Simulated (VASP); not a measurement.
# BN (Fmm2) in VASP: notebook, part 2 of 2

VASP 6.6.1. The steps go on from the part before.

### Step 3. Single point, r2SCAN

This run uses another cell than the first one, of 9.24 Å³/atom, 1.026 times its volume.

Contents of POSCAR:

```
BN
1.0
    0.0000000000      3.4659422079      2.1478876940
    1.2411135867      0.0000000000      2.1478876940
    1.2411135867      3.4659422079      0.0000000000
B N
1 1
Direct
    0.0000490000      0.0000490000      0.9999510000
    0.6666666667      0.6666666667      0.3333333333
```

Contents of INCAR.step1:

```
SYSTEM = BN
PREC = Accurate
ENCUT = 520
ISMEAR = 1
SIGMA = 0.01
LREAL = .FALSE.
LASPH = .TRUE.
NELM = 60
NBANDS = 11
GGA = PE
ALGO = Normal
EDIFF = 1E-4
LWAVE = .TRUE.
LCHARG = .FALSE.
```

Contents of INCAR.step2:

```
SYSTEM = BN
PREC = Accurate
ENCUT = 520
EDIFF = 1E-6
ISMEAR = 1
SIGMA = 0.01
LREAL = .FALSE.
LASPH = .TRUE.
NELM = 60
ALGO = Normal
ISIF = 2
LWAVE = .FALSE.
LCHARG = .FALSE.
METAGGA = R2SCAN
LMIXTAU = .TRUE.
NBANDS = 11
ISTART = 1
```

Contents of KPOINTS:

```
regular mesh
0
G
  8 8 8
  0 0 0
```

Potentials or basis: VASP PAW PBE potentials, release 64 (B, N).

Command:

```bash
$ cat potpaw_PBE.64/B/POTCAR potpaw_PBE.64/N/POTCAR > POTCAR
$ cp INCAR.step1 INCAR
$ mpirun -np 1 vasp_std > vasp.out
$ cp INCAR.step2 INCAR
$ mpirun -np 1 vasp_std > vasp.out
```

Run time: 1.8 min. Hardware: 1 thread of AMD EPYC 9R45 (Zen 5), shared host; peak memory 0.11 GiB.

The run converged. Its results:

```
Free energy            : -19.2860 eV
Pressure               : 6.1 GPa
Largest force          : 0.013 eV/Å
Band gap on the k mesh : 4.34 eV, indirect (least direct gap 5.49 eV)
```

Forces on the atoms (eV/Å):
```
B    0.000  0.000  0.013
N    0.000  0.000 -0.013
```

Stress tensor (GPa, compression positive):
```
 9.30  0.00  0.00
 0.00 -0.22  0.00
 0.00  0.00  9.28
```

Levels at points of the mesh, in eV from the valence-band top:
| k point | band 1 | band 2 | band 3 | band 4 | band 5 | band 6 | band 7 | band 8 | band 9 |
| --- | --- | --- | --- | --- | --- | --- | --- | --- | --- |
| (0.00, 0.00, 0.00) | -19.08 | -4.74 | -1.46 | -1.45 | 5.18 | 12.43 | 12.50 | 14.54 | 15.81 |
| (0.50, 0.00, 0.00) | -15.71 | -9.50 | -4.45 | -1.09 | 5.24 | 10.76 | 14.16 | 16.58 | 21.15 |
| (0.50, 0.50, 0.00) | -15.76 | -9.59 | -4.45 | -0.55 | 6.57 | 10.26 | 12.88 | 14.50 | 20.69 |
| (0.50, 0.00, 0.50) | -18.87 | -6.49 | -1.48 | -1.45 | 10.36 | 12.38 | 12.46 | 13.12 | 17.40 |
| (0.00, 0.50, 0.50) | -15.65 | -9.40 | -4.49 | -1.56 | 4.34 | 10.84 | 15.51 | 20.07 | 20.77 |

Caveat: the PAW data sets were made with another functional, which shifts forces and pressure a little.

### Step 4. Single point, r2SCAN

This run uses another cell than the first one, of 9.48 Å³/atom, 1.053 times its volume.

Contents of POSCAR:

```
BN
1.0
    0.0000000000      3.4953160000      2.1660910000
    1.2516320000      0.0000000000      2.1660910000
    1.2516320000      3.4953160000      0.0000000000
B N
1 1
Direct
    0.0000490000      0.0000490000      0.9999510000
    0.6666666667      0.6666666667      0.3333333333
```

Contents of INCAR.step1:

```
SYSTEM = BN
  PREC = Accurate
  ENCUT = 520
  ISMEAR = 1
  SIGMA = 0.01
  LREAL = .FALSE.
  LASPH = .TRUE.
  NELM = 80
  NBANDS = 11
  GGA = PE
  ALGO = Normal
  EDIFF = 1E-4
  LWAVE = .TRUE.
  LCHARG = .FALSE.
```

Contents of INCAR.step2:

```
SYSTEM = BN
  PREC = Accurate
  ENCUT = 520
  EDIFF = 1E-7
  ISMEAR = 1
  SIGMA = 0.01
  LREAL = .FALSE.
  LASPH = .TRUE.
  NELM = 80
  ALGO = Normal
  ISIF = 2
  LWAVE = .FALSE.
  LCHARG = .FALSE.
  METAGGA = R2SCAN
  LMIXTAU = .TRUE.
  NBANDS = 11
  ISTART = 1
```

KPOINTS is that of step 3.

Potentials or basis: VASP PAW PBE potentials, release 64 (B, N).

Command:

```bash
$ cat potpaw_PBE.64/B/POTCAR potpaw_PBE.64/N/POTCAR > POTCAR
$ cp INCAR.step1 INCAR
$ mpirun -np 1 vasp_std > vasp.out
$ cp INCAR.step2 INCAR
$ mpirun -np 1 vasp_std > vasp.out
```

OUTCAR:

```text
SYSTEM = BN
   PREC = Accurate
   ENCUT = 520
   EDIFF = 1E-7
   ISMEAR = 1
   LREAL = .FALSE.
   LASPH = .TRUE.
   NELM = 80
   ISIF = 2
   METAGGA = R2SCAN
   ISTART = 1

 ion  position               nearest neighbor table
   1  0.000  0.000  1.000-   2 1.44   2 1.44   2 1.44
   2  0.667  0.667  0.333-   1 1.44   1 1.44   1 1.44

  LATTYP: Found a face centered orthorhombic cell.
 ALAT       =     2.5032640000
 B/A-ratio  =     1.7306133113
 C/A-ratio  =     2.7926067726

  Lattice vectors:

[... 514 lines left out ...]
      6      12.7564      0.00000
      7      13.9672      0.00000
      8      18.7332      0.00000
      9      19.6767      0.00000
     10      23.4285      0.00000
     11      27.6823      0.00000

 [... further k-points ...]
[... 5 lines left out ...]
  --------------------------------------------------------------------------------------
  -------------------------------------------------------------------------------------
  Total       -0.0009729     -0.0413461     -0.0013741      0.0000000      0.0000000      0.0000000
  in kB       -0.0822407     -3.4952293     -0.1161588      0.0000000      0.0000000      0.0000000
  external PRESSURE =      -1.2312096 kB  Pullay stress =       0.0000000 kB

 VOLUME and BASIS-vectors are now :
 -----------------------------------------------------------------------------
  energy-cutoff  :      520.00
  volume of cell :       18.95
      direct lattice vectors                 reciprocal lattice vectors
     0.000000000  3.495316000  2.166091000    -0.399478441  0.143048583  0.230830561
     1.251632000  0.000000000  2.166091000     0.399478441 -0.143048583  0.230830561
     1.251632000  3.495316000  0.000000000     0.399478441  0.143048583 -0.230830561

 POSITION                                       TOTAL-FORCE (eV/Angst)
 -----------------------------------------------------------------------------------
      1.25163      3.49532      0.00021         0.000000      0.000000      0.011249
      1.25163      3.49532      2.88812         0.000000      0.000000     -0.011249
 -----------------------------------------------------------------------------------
    total drift:                                0.000000     -0.000019     -0.000094

  FREE ENERGIE OF THE ION-ELECTRON SYSTEM (eV)
  ---------------------------------------------------
  free  energy   TOTEN  =       -19.2954024166 eV

  energy  without entropy=      -19.2954046814  energy(sigma->0) =      -19.29540317
```

OSZICAR.step1:

```text
N       E                     dE             d eps       ncg     rms          rms(c)
DAV:   1     0.149455874727E+02    0.14946E+02   -0.46763E+03  2106   0.684E+02
DAV:   2    -0.185383877549E+02   -0.33484E+02   -0.32526E+02  2500   0.163E+02
DAV:   3    -0.194053527534E+02   -0.86696E+00   -0.86563E+00  2553   0.242E+01
DAV:   4    -0.194081654262E+02   -0.28127E-02   -0.28149E-02  2342   0.151E+00
DAV:   5    -0.194081788180E+02   -0.13392E-04   -0.13392E-04  2549   0.921E-02    0.799E+00
DAV:   6    -0.177851559013E+02    0.16230E+01   -0.52634E+00  2352   0.128E+01    0.364E+00
DAV:   7    -0.176263779799E+02    0.15878E+00   -0.24975E-01  2423   0.372E+00    0.223E+00
DAV:   8    -0.175857388732E+02    0.40639E-01   -0.12373E-01  2447   0.213E+00    0.257E-01
DAV:   9    -0.175861942278E+02   -0.45535E-03   -0.30302E-03  2294   0.436E-01    0.142E-01
DAV:  10    -0.175866819817E+02   -0.48775E-03   -0.60193E-04  2335   0.177E-01    0.258E-02
DAV:  11    -0.175867160980E+02   -0.34116E-04   -0.64992E-05  2423   0.547E-02
   1 F= -.17586716E+02 E0= -.17586716E+02  d E =0.415946E-11
```

Run time: 2.2 min. Hardware: 1 thread of AMD EPYC 9R45 (Zen 5), shared host; peak memory 0.12 GiB.

Results:

```
Free energy            : -19.2954 eV
Pressure               : -0.1 GPa
Largest force          : 0.011 eV/Å
Band gap on the k mesh : 4.32 eV, indirect (least direct gap 5.43 eV)
```

Forces on the atoms (eV/Å):
```
B    0.000  0.000  0.011
N    0.000  0.000 -0.011
```

Stress tensor (GPa, compression positive):
```
-0.01  0.00  0.00
 0.00 -0.35  0.00
 0.00  0.00 -0.01
```

Caveat: the PAW data sets were made with another functional, which shifts forces and pressure a little.

### Step 5. The runs side by side

```csv
cell,gap on the mesh (eV),pressure (GPa),largest force (eV/Å)
"a = 4.042, b = 2.459, c = 3.650 Å, angles 80.3, 36.8, 62.9°, 2 atoms",4.35,13.1,0.01
"a = 4.078, b = 2.481, c = 3.681 Å, angles 80.3, 36.8, 62.9°, 2 atoms",4.34,6.1,0.01
"a = 4.112, b = 2.502, c = 3.713 Å, angles 80.3, 36.8, 62.9°, 2 atoms",4.32,-0.1,0.01
```

Alike in all rows: task single point; level r2SCAN; potentials or basis VASP PAW PBE potentials, release 64 (B, N); no spin polarisation; k mesh 8 × 8 × 8; cutoff (eV) 520; smearing methfessel-paxton 0.01 eV.

Caveats: the PAW data sets were made with another functional, which shifts forces and pressure a little.

Absolute energies hang on the potentials; compare differences alone.
